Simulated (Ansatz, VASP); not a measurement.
# Two plane-wave programs on Nb3C2

```
Nb C
1.0
     4.17939    0.00000    0.00000
    -2.08969    3.61945    0.00000
     0.00000    0.00000    5.22685
Nb C
3 2
Cartesian
  2.0897 0.0000 4.9158
  -1.0448 1.8097 4.9158
  1.0448 1.8097 4.9158
  0.0000 0.0000 4.3983
  0.0000 0.0000 2.1093
```

Alike in both runs: task single point; functional PBE; k mesh 6 × 6 × 4; occupations gaussian, width 0.1 eV; no spin polarisation.

|  | VASP | Ansatz |
| --- | --- | --- |
| version | VASP 6.6.1 | Ansatz 0.2.0 |
| potentials or method | VASP PAW PBE potentials, release 64 (Nb_sv, C), cutoff 520 eV | scalar-relativistic, plane waves, PAW |
| valence electrons in the cell | 47 | 47 |

VASP gave:

```
gap on the k mesh at the Fermi level (eV) : none
rms of the force components (eV/Å)        : 0.824
```

Question: What did Ansatz give for the same quantities?

Answer: gap on the k mesh at the Fermi level (eV): none; rms of the force components (eV/Å): 0.825.

Atom by atom the forces differ by 0.003 eV/Å (rms over components). A gap of «none» marks a metal or a gap that the smearing closes.
